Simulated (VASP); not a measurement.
MgZn4O:

```
Mg Zn O
1.0
     5.20000    0.00000    0.00000
    -2.60000    4.50333    0.00000
     0.00000    0.00000    6.87000
Mg Zn O
2 8 2
Direct
  0.00000 0.00000 0.50000
  0.00000 0.00000 0.00000
  0.50000 0.50000 0.71300
  0.50000 0.50000 0.28700
  0.00000 0.50000 0.28700
  0.00000 0.50000 0.71300
  0.50000 0.00000 0.71300
  0.50000 0.00000 0.28700
  0.66667 0.33333 0.00000
  0.33333 0.66667 0.00000
  0.66667 0.33333 0.50000
  0.33333 0.66667 0.50000
```

- Program: VASP 6.6.1
- Task: relaxation of cell and atoms
- Functional: PBE
- Potentials or basis: VASP PAW PBE potentials, release 64 (Mg_sv, Zn, O)
- Cutoff: 840 eV
- k mesh: 4 × 4 × 3
- Occupations: gaussian, width 0.2 eV
- Spin: no spin polarisation

At the start: pressure 16.7 GPa; volume 13.41 Å³/atom.

**Question.** How do energy, volume and symmetry change on relaxing?

**Answer.** Over 5 steps the energy falls by 106.6 meV/atom and the volume is 15.52 Å³/atom (+15.8 %); space group P6/mmm (No. 191, to 0.1 Å) before and after.

Step by step:
```csv
step,energy change (eV),largest force (eV/Å),pressure (GPa),volume (Å³)
1,0.0000,0.6791,16.66,160.88
2,-1.1540,0.1991,-3.64,195.48
3,-1.2684,0.0317,-0.10,186.04
4,-1.2683,0.0422,-0.31,186.56
5,-1.2787,0.0289,-0.29,186.22
```

Final structure:
```
CELL_PARAMETERS angstrom
5.39781 0.00000 0.00000
-2.69891 4.67464 0.00000
0.00000 0.00000 7.38010
ATOMIC_POSITIONS crystal
Mg 0.00000 0.00000 0.50000
Mg 0.00000 0.00000 0.00000
Zn 0.50000 0.50000 0.71648
Zn 0.50000 0.50000 0.28352
Zn 0.00000 0.50000 0.28352
Zn 0.00000 0.50000 0.71648
Zn 0.50000 0.00000 0.71648
Zn 0.50000 0.00000 0.28352
Zn 0.66667 0.33333 0.00000
Zn 0.33333 0.66667 0.00000
O 0.66667 0.33333 0.50000
O 0.33333 0.66667 0.50000
```

Caveat: the volume moved by over 15 % at a fixed basis, so the end points are rough.
